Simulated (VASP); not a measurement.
**BP: single point with PBE+D3(BJ)**

Crystal: BP.

```xyz
2
Lattice="0.0000 2.2539 2.2539 2.2539 0.0000 2.2539 2.2539 2.2539 0.0000" Properties=species:S:1:pos:R:3 pbc="T T T"
B     0.0000    0.0000    0.0000
P     1.1269    1.1269    1.1269
```

```json
{
 "Program": "VASP 6.6.1",
 "Task": "single point",
 "Functional": "PBE",
 "Dispersion": "D3(BJ)",
 "Potentials or basis": "VASP PAW PBE potentials, release 64 (B, P)",
 "Cutoff": "500 eV",
 "k mesh": "10 × 10 × 10",
 "Occupations": "gaussian, width 0.02 eV",
 "Spin": "no spin polarisation"
}
```

| Property | Result |
| --- | --- |
| Pressure | -0.3 GPa |
| Band gap on the k mesh | 1.21 eV (least direct gap 3.43 eV) |
| Dispersion energy per atom | -0.330 eV |

Levels at points of the mesh, in eV from the valence-band top:
```csv
k point,band 1,band 2,band 3,band 4,band 5,band 6,band 7,band 8
"(0.00, 0.00, 0.00)",-15.64,0.00,0.00,0.00,3.43,3.43,3.43,7.68
"(0.50, 0.00, 0.00)",-12.24,-9.18,-1.78,-1.78,3.90,4.73,4.73,10.20
"(0.50, 0.50, 0.00)",-10.68,-8.69,-4.19,-4.19,1.29,1.64,12.31,12.31
```

Wall time 9.4 s on 1 thread of Intel(R) Xeon(R) Platinum 8488C (Sapphire Rapids) (shared host), peak memory 0.15 GiB.

A k mesh can miss the band edges.
